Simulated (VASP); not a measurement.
A run of VASP 6.6.1 is set up as follows.

The input POSCAR:

```
SiGe
1.0
    3.9044512986      0.0000000000      0.0000000000
   -1.9522256493      3.3813540124      0.0000000000
    0.0000000000      0.0000000000      6.4507830000
Si Ge
2 2
Direct
    0.6666666667      0.3333333333      0.8939844926
    0.3333333333      0.6666666667      0.3939844926
    0.6666666667      0.3333333333      0.5003920000
    0.3333333333      0.6666666667      0.0003920000
```

Contents of INCAR.step1:

```
PREC = Accurate ; ENCUT = 520
ISMEAR = 0 ; SIGMA = 0.05
LREAL = False ; LASPH = True
NELM = 80 ; NBANDS = 26
GGA = PE ; ALGO = Normal
EDIFF = 1E-4 ; LWAVE = True
LCHARG = False
```

File INCAR.step2:

```
PREC = Accurate ; ENCUT = 520
EDIFF = 1E-6 ; ISMEAR = 0
SIGMA = 0.05 ; LREAL = False
LASPH = True ; NELM = 80
ALGO = Normal ; ISIF = 2
LWAVE = False ; LCHARG = False
METAGGA = R2SCAN ; LMIXTAU = True
NBANDS = 26 ; ISTART = 1
```

KPOINTS

```
regular mesh
0
Gamma
  12 12 4
```

Potentials or basis: VASP PAW PBE potentials, release 64 (Si, Ge_d).

Command:

```bash
$ cat potpaw_PBE.64/Si/POTCAR potpaw_PBE.64/Ge_d/POTCAR > POTCAR
$ cp INCAR.step1 INCAR
$ mpirun -np 1 vasp_std > vasp.out
$ cp INCAR.step2 INCAR
$ mpirun -np 1 vasp_std > vasp.out
```

**Question.** Estimate the largest force.

**Answer.** 1.336 eV/Å.

**Question.** Predict the pressure.

**Answer.** 0.6 GPa.

**Question.** Estimate the band gap on the k mesh.

**Answer.** 0.07 eV (least direct gap 0.08 eV).

Stress tensor (GPa, compression positive):
```
 2.49  0.00  0.00
 0.00  2.49  0.00
 0.00  0.00 -3.31
```

Caveat: the cell differs from its parent crystal (all Si atoms moved +0.125 Å, as atom 1 along Cartesian [0 0 1]); the PAW data sets were made with another functional, which shifts forces and pressure a little. A k mesh can miss the band edges.
